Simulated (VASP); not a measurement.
# SnF4 (Immm) in VASP: single point with LDA

Aim: the single point of SnF4 with LDA.

Program: VASP 6.6.1. These are calculated values, not measurements. Logs are shortened: lines on timing, memory, paths and dates and some standing lists are left out, and cuts for length are marked.

**1. The cell of the first run**

It takes space group Immm (No. 71, orthorhombic). The conventional cell has a = 3.868 Å, b = 4.050 Å, c = 7.930 Å, α = 90.00°, β = 90.00°, γ = 90.00°. Within 2.5 Å of Sn (site symmetry mmm) lie 6 F at 1.88 to 2.02 Å. F (site symmetry mm2) has 1 Sn at 1.88 Å within 2.5 Å. F (site symmetry mmm) has 2 Sn at 2.02 Å and 12 F at 2.76 to 2.84 Å within 2.9 Å. Within 3.0 Å of F (site symmetry mmm) lie 2 Sn at 1.93 Å and 12 F at 2.70 to 2.91 Å.

**2. Single point, LDA (strain -0.0450 x Voigt [1, 0, 0, 0, 0, 0])**

INCAR

```
PREC     = Accurate       # precision mode
ENCUT    = 1350           # plane-wave cutoff, eV
EDIFF    = 1E-6           # SCF threshold, eV
ISMEAR   = 0              # smearing method
SIGMA    = 0.05           # smearing width, eV
LREAL    = False          # projectors in reciprocal space
LASPH    = True           # aspherical terms in the spheres
NELM     = 120            # most SCF steps
ALGO     = Normal         # electronic algorithm
ISIF     = 2              # what is computed and relaxed
LWAVE    = False          # write WAVECAR
LCHARG   = False          # write CHGCAR
NBANDS   = 29             # bands
GGA_COMPAT= False
```

KPOINTS

```
regular mesh
0
Gamma
  8 8 8
```

POSCAR

```
SnF4
1.0
   -1.9338750000      2.0250000000      3.9650000000
    1.9338750000     -2.0250000000      3.9650000000
    1.9338750000      2.0250000000     -3.9650000000
Sn F
1 4
Direct
    0.0000000000      0.0000000000      0.0000000000
    0.2370000000      0.2370000000      0.0000000000
    0.7630000000      0.7630000000      0.0000000000
    0.5000000000      0.0000000000      0.5000000000
    0.0000000000      0.5000000000      0.5000000000
```

Potentials or basis: VASP PAW LDA potentials, release 64 (Sn_d, F_h).

Started as:

```bash
$ cat potpaw_LDA.64/Sn_d/POTCAR potpaw_LDA.64/F_h/POTCAR > POTCAR
$ mpirun -np 1 vasp_std > vasp.out
```

OUTCAR:

```text
PREC = Accurate
   ENCUT = 1350
   EDIFF = 1E-6
   ISMEAR = 0
   LREAL = False
   LASPH = True
   NELM = 120
   ISIF = 2

 ion  position               nearest neighbor table
   1  0.000  0.000  0.000-   2 1.88   3 1.88   5 1.93   5 1.93   4 2.02   4 2.02
   2  0.237  0.237  0.000-   1 1.88
   3  0.763  0.763  0.000-   1 1.88
   4  0.500  0.000  0.500-   1 2.02   1 2.02
   5  0.000  0.500  0.500-   1 1.93   1 1.93

  LATTYP: Found a body centered orthorhombic cell.
 ALAT       =     3.8677500000
 B/A-ratio  =     1.0471204188
 C/A-ratio  =     2.0502876349

  Lattice vectors:

 A1 = (  -1.9338750000,   2.0250000000,   3.9650000000)
 A2 = (   1.9338750000,  -2.0250000000,   3.9650000000)
 A3 = (   1.9338750000,   2.0250000000,  -3.9650000000)

Analysis of symmetry for initial positions (statically):
=====================================================================
 Subroutine PRICEL returns:
 Original cell was already a primitive cell.

 Routine SETGRP: Setting up the symmetry group for a
 body centered orthorhombic supercell.

 Subroutine GETGRP returns: Found  8 space group operations
 (whereof  8 operations were pure point group operations)
 out of a pool of  8 trial point group operations.

The static configuration has the point symmetry D_2h.

Analysis of symmetry for dynamics (positions and initial velocities):
=====================================================================
 Subroutine PRICEL returns:
 Original cell was already a primitive cell.

 Routine SETGRP: Setting up the symmetry group for a
 body centered orthorhombic supercell.

 Subroutine GETGRP returns: Found  8 space group operations
 (whereof  8 operations were pure point group operations)
 out of a pool of  8 trial point group operations.

The dynamic configuration has the point symmetry D_2h.

 Subroutine INISYM returns: Found  8 space group operations
 (whereof  8 operations are pure point group operations),
 and found     1 'primitive' translations

----------------------------------------------------------------------------------------

                                     Primitive cell

  volume of cell :      62.1093

  direct lattice vectors                    reciprocal lattice vectors
    -1.933875000  2.025000000  3.965000000     0.000000000  0.246913580  0.126103405
     1.933875000 -2.025000000  3.965000000     0.258548252  0.000000000  0.126103405
     1.933875000  2.025000000 -3.965000000     0.258548252  0.246913580  0.000000000

  length of vectors
     4.854041874  4.854041874  4.854041874     0.277251483  0.287661723  0.357510160

  position of ions in fractional coordinates (direct lattice)
     0.000000000  0.000000000  0.000000000
     0.237000000  0.237000000  0.000000000
     0.763000000  0.763000000  0.000000000
     0.500000000  0.000000000  0.500000000
     0.000000000  0.500000000  0.500000000

  ion indices of the primitive-cell ions
   primitive index   ion index
                 1           1
                 2           2
                 3           3
                 4           4
                 5           5

----------------------------------------------------------------------------------------

 KPOINTS: regular mesh

Automatic generation of k-mesh.
 Grid dimensions read from file:
 generate k-points for:    8    8    8

 Generating k-lattice:

  Cartesian coordinates                     Fractional coordinates (reciprocal lattice)
     0.000000000  0.030864198  0.015762926     0.125000000  0.000000000  0.000000000
     0.032318531  0.000000000  0.015762926     0.000000000  0.125000000  0.000000000
     0.032318531  0.030864198  0.000000000     0.000000000  0.000000000  0.125000000

  Length of vectors
     0.034656435  0.035957715  0.044688770

  Shift w.r.t. Gamma in fractional coordinates (k-lattice)
     0.000000000  0.000000000  0.000000000

 Subroutine IBZKPT returns following result:
 ===========================================

 Found     95 irreducible k-points:

 Following reciprocal coordinates:
            Coordinates               Weight
  0.000000  0.000000  0.000000      1.000000
  0.125000  0.000000 -0.000000      4.000000
  0.250000  0.000000 -0.000000      4.000000
  0.375000  0.000000  0.000000      4.000000
  0.500000  0.000000 -0.000000      2.000000
 -0.000000  0.125000  0.000000      4.000000
[... 16 lines left out ...]
  0.125000  0.375000  0.000000      8.000000
  0.250000  0.375000  0.000000      8.000000
 [... further k-points ...]
   k-points           NKPTS =     95   k-points in BZ     NKDIM =     95   number of bands    NBANDS=     29
   number of dos      NEDOS =    301   number of ions     NIONS =      5
   total plane-waves  NPLWV = 216000
   dimension x,y,z NGX =    60 NGY =   60 NGZ =   60
   dimension x,y,z NGXF=   120 NGYF=  120 NGZF=  120
   ions per type =               1   4
   NGX,Y,Z   is equivalent  to a cutoff of  20.55, 20.55, 20.55 a.u.
   NGXF,Y,Z  is equivalent  to a cutoff of  41.10, 41.10, 41.10 a.u.
 SYSTEM =  unknown system
   PREC   = accura    normal or accurate (medium, high low for compatibility)
   ISTART =      0    job   : 0-new  1-cont  2-samecut
   ICHARG =      2    charge: 1-file 2-atom 10-const
   ISPIN  =      1    spin polarized calculation?
   LNONCOLLINEAR =      F non collinear calculations
   LSORBIT =      F    spin-orbit coupling
   LASPH  =      T    aspherical Exc in radial PAW
   ENCUT  = 1350.0 eV  99.22 Ry    9.96 a.u.  14.54 14.54 14.54*2*pi/ulx,y,z
   NELM   =    120;   NELMIN=  2; NELMDL= -5     # of ELM steps
   EDIFF  = 0.1E-05   stopping-criterion for ELM
   LREAL  =      F    real-space projection
   EDIFFG = 0.1E-04   stopping-criterion for IOM
   NSW    =      0    number of steps for IOM
   IBRION =     -1    ionic relax: 0-MD 1-quasi-New 2-CG
   NFREE  =      0    steps in history (QN), initial steepest desc. (CG)
   ISIF   =      2    stress and relaxation
   ISYM   =      2    0-nonsym 1-usesym 2-fastsym
   POTIM  = 0.5000    time-step for ionic-motion
   TEBEG  =    0.0;   TEEND  =   0.0 temperature during run
   PSTRESS=    0.0 pullay stress
   NELECT =      42.0000    total number of electrons
   NUPDOWN=      -1.0000    fix difference up-down
   EMIN   =  10.00;   EMAX   =-10.00  energy-range for DOS
   EFERMI =   0.00;   METHOD = LEGACY
   ISMEAR =     0;   SIGMA  =   0.05  broadening in eV -4-tet -1-fermi 0-gaus
   EFERMI_NEDOS =   21; number of points for ismear=-14 and -15
   IALGO  =     38    algorithm
   IMIX   =      4    mixing-type and parameters
     AMIX     =   0.40;   BMIX     =  1.00
     AMIX_MAG =   1.60;   BMIX_MAG =  1.00
  volume/ion in A,a.u.               =      12.42        83.83
  Fermi-wavevector in a.u.,A,eV,Ry     =   1.436941  2.715426 28.093318  2.064801
  Thomas-Fermi vector in A             =   2.556074
   LORBIT       =      0    0 simple, 1 ext, 2 COOP (PROOUT), +10 PAW based schemes
   GGA     = CA    functional components
   LHFCALC =     F    Hartree Fock is set to
   AEXX    =    0.0000 exact exchange contribution
   IVDW    =     0    specifies the selected vdW correction
   LEPSILON=     F    determine dielectric tensor
   LRPA    =     F    only Hartree local field effects (RPA)
 non-spin polarized calculation
 Gauss-broadening in eV      SIGMA  =   0.05
  energy-cutoff  :     1350.00
  volume of cell :       62.11
 maximum number of plane-waves:      7028
 NGX is ok and might be reduce to    60
   NGX = 29   NGY = 29   NGZ = 29

 number of electron      42.0000000 magnetization

 Free energy of the ion-electron system (eV)
  ---------------------------------------------------
  ext. energy  EPLUGINS =         0.00000000
  ---------------------------------------------------
  free energy    TOTEN  =       -25.50315059 eV

  energy without entropy =      -25.50315059  energy(sigma->0) =      -25.50315059

 E-fermi :   1.0601     XC(G=0): -10.6907

 val. band max:        0.8436160453   @ k =   0.5000   0.5000  -0.0000
 cond. band min:       4.3073456051   @ k =   0.0000   0.0000   0.0000
 fundamental gap:      3.4637295598
 Fermi energy:         1.0601097180

 k-point     1 :       0.0000    0.0000    0.0000
  band No.  band energies     occupation
      1     -22.3726      2.00000
      2     -21.2211      2.00000
      3     -20.5317      2.00000
      4     -18.7013      2.00000
      5     -18.2137      2.00000
      6     -18.0643      2.00000
[... 21 lines left out ...]
     28      16.5982      0.00000
     29      17.1006      0.00000

 k-point     2 :       0.1250    0.0000   -0.0000
  band No.  band energies     occupation
      1     -22.3717      2.00000
      2     -21.1310      2.00000
      3     -20.5135      2.00000
      4     -18.7292      2.00000
      5     -18.2166      2.00000
      6     -18.0639      2.00000
[... 21 lines left out ...]
     28      16.4220      0.00000
     29      17.1589      0.00000

 k-point     3 :       0.2500    0.0000   -0.0000
  band No.  band energies     occupation
      1     -22.3697      2.00000
      2     -20.8858      2.00000
      3     -20.4668      2.00000
      4     -18.7989      2.00000
      5     -18.2235      2.00000
      6     -18.0628      2.00000
[... 21 lines left out ...]
     28      16.4746      0.00000
     29      17.3559      0.00000

 k-point     4 :       0.3750    0.0000    0.0000
  band No.  band energies     occupation
      1     -22.3679      2.00000
      2     -20.5816      2.00000
      3     -20.4155      2.00000
      4     -18.8722      2.00000
      5     -18.2305      2.00000
      6     -18.0680      2.00000
[... 597 lines left out ...]
     28      16.8396      0.00000
     29      17.0469      0.00000

 k-point    23 :       0.1250    0.3750    0.0000
  band No.  band energies     occupation
      1     -21.5785      2.00000
      2     -21.1385      2.00000
      3     -20.4044      2.00000
      4     -18.9019      2.00000
      5     -18.2494      2.00000
      6     -18.0970      2.00000
[... 21 lines left out ...]
     28      16.8029      0.00000
     29      17.4212      0.00000

 k-point    24 :       0.2500    0.3750    0.0000
  band No.  band energies     occupation
      1     -21.5754      2.00000
      2     -20.8992      2.00000
      3     -20.3773      2.00000
      4     -18.9254      2.00000
      5     -18.2564      2.00000
      6     -18.0967      2.00000
[... 21 lines left out ...]
     28      16.5333      0.00000
     29      17.5166      0.00000

 [... further k-points ...]

------------------------ aborting loop because EDIFF is reached ----------------------------------------

  FORCE on cell =-STRESS in cart. coord.  units (eV):
  Direction    XX          YY          ZZ          XY          YZ          ZX
  --------------------------------------------------------------------------------------
  -------------------------------------------------------------------------------------
  Total        6.6758274      0.0760950      0.2929645      0.0000000      0.0000000      0.0000000
  in kB      172.2102790      1.9629529      7.5573404      0.0000000      0.0000000      0.0000000
  external PRESSURE =      60.5768574 kB  Pullay stress =       0.0000000 kB

 VOLUME and BASIS-vectors are now :
 -----------------------------------------------------------------------------
  energy-cutoff  :     1350.00
  volume of cell :       62.11
      direct lattice vectors                 reciprocal lattice vectors
    -1.933875000  2.025000000  3.965000000     0.000000000  0.246913580  0.126103405
     1.933875000 -2.025000000  3.965000000     0.258548252  0.000000000  0.126103405
     1.933875000  2.025000000 -3.965000000     0.258548252  0.246913580  0.000000000

 POSITION                                       TOTAL-FORCE (eV/Angst)
 -----------------------------------------------------------------------------------
      0.00000      0.00000      0.00000         0.000000     -0.000000      0.000000
      0.00000      0.00000      1.87941         0.000000     -0.000000      0.367423
      0.00000      0.00000      6.05059        -0.000000      0.000000     -0.367423
      0.00000      2.02500      0.00000         0.000000     -0.000000      0.000000
      1.93388      0.00000      0.00000         0.000000     -0.000000      0.000000
 -----------------------------------------------------------------------------------
    total drift:                                0.000000      0.000000     -0.000000

  FREE ENERGIE OF THE ION-ELECTRON SYSTEM (eV)
  ---------------------------------------------------
  free  energy   TOTEN  =       -25.5031505902 eV

  energy  without entropy=      -25.5031505902  energy(sigma->0) =      -25.50315059
```

It took 7.5 min on 1 thread of Intel Xeon 6975P-C (Granite Rapids), shared host; peak memory 0.79 GiB.

Results:

```
Free energy            : -25.5032 eV
Pressure               : 6.1 GPa
Largest force          : 0.367 eV/Å
Band gap on the k mesh : 3.46 eV (least direct gap 3.71 eV)
```

Forces in eV/Å, atoms in the order of the input:
```
Sn   0.000  0.000  0.000
F    0.000  0.000  0.367
F    0.000  0.000 -0.367
F    0.000  0.000  0.000
F    0.000  0.000  0.000
```

Caveat: the cell differs from its parent crystal (strain -0.0450 x Voigt [1, 0, 0, 0, 0, 0]); the stress differs along the axes, from 0 to 17 GPa; spin-orbit coupling is left out, which moves the levels of the heavy elements. A k mesh can miss the band edges.
